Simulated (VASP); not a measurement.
## La: single point with PBE

The system is La.

```
La
1.0
     3.77270    0.00000    0.00000
    -1.88635    3.26725    0.00000
     0.00000    0.00000   12.11270
La
4
Cartesian
  0.0000 0.0000 0.0000
  -1.8863 3.2673 6.0564
  0.0000 2.1782 9.0845
  1.8863 1.0891 3.0282
```

```
Program                : VASP 6.6.1
Task                   : single point
Functional             : PBE
Potentials or basis    : VASP PAW PBE potentials, release 64 (La)
Cutoff                 : 520 eV
k mesh                 : 10 × 10 × 3
Occupations            : fermi-dirac, width 0.1 eV
Spin                   : no spin polarisation
Dipole correction      : no
Further INCAR settings : ALGO = Normal; EDIFF = 1e-06; NBANDS = 30
```

| Property | Result |
| --- | --- |
| Pressure | 0.1 GPa |
| Band gap on the k mesh | zero (bands 22 and 23 overlap by 1.22 eV) |

Levels at points of the mesh, in eV from the Fermi level:
```tsv
k point	band 18	band 19	band 20	band 21	band 22	band 23	band 24	band 25	band 26	band 27
(0.00, 0.00, 0.00)	-1.87	-1.87	-1.74	0.51	0.63	1.25	1.25	1.29	1.31	1.32
(0.50, 0.00, 0.00)	-1.80	-1.53	-1.05	-0.65	-0.28	-0.19	0.44	0.93	1.18	1.47
```

It took 2.8 min on 1 thread of Intel(R) Xeon(R) Platinum 8488C (Sapphire Rapids) (shared host), peak memory 0.3 GiB.

Caveat: spin-orbit coupling is left out, which moves the levels of the heavy elements.
